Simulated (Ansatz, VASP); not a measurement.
# LuTl2S4Br in VASP and in Ansatz

```xyz
8
Lattice="4.2497 0.0000 0.0000 0.0000 4.2497 0.0000 0.0000 0.0000 10.0909" Properties=species:S:1:pos:R:3 pbc="T T T"
Lu    0.0000    0.0000    0.0000
Tl    2.1248    2.1248    7.3593
Tl    2.1248    2.1248    2.7316
S     2.1248    0.0000    8.6176
S     0.0000    2.1248    8.6176
S     2.1248    0.0000    1.4733
S     0.0000    2.1248    1.4733
Br    0.0000    0.0000    5.0454
```

Alike in both runs: task single point; functional PBE; k mesh 4 × 4 × 2; occupations fermi-dirac, width 0.0506 eV; no spin polarisation.

```csv
,VASP,Ansatz
version,VASP 6.6.1,Ansatz 0.2.0
potentials or method,"VASP PAW PBE potentials, release 64 (Lu, Tl_d, S, Br), cutoff 520 eV",PAW plane waves
valence electrons in the cell,82,82
```

|  | VASP | Ansatz | Ansatz less VASP |
| --- | --- | --- | --- |
| gap on the k mesh at the Fermi level (eV) | none | none | - |
| pressure (GPa) | 19.6 | 19.6 | -0.06 |
| traceless stress, the component that is largest in VASP (GPa) | -6.66 | -6.69 | -0.023 |
| rms of the force components (eV/Å) | 1.056 | 1.061 | +0.0042 |

Atom by atom the forces differ by 0.014 eV/Å (rms over components). A gap of «none» marks a metal or a gap that the smearing closes.

The k mesh is coarse, so the values compare programs but aren't converged. Neither program's run includes spin-orbit coupling.
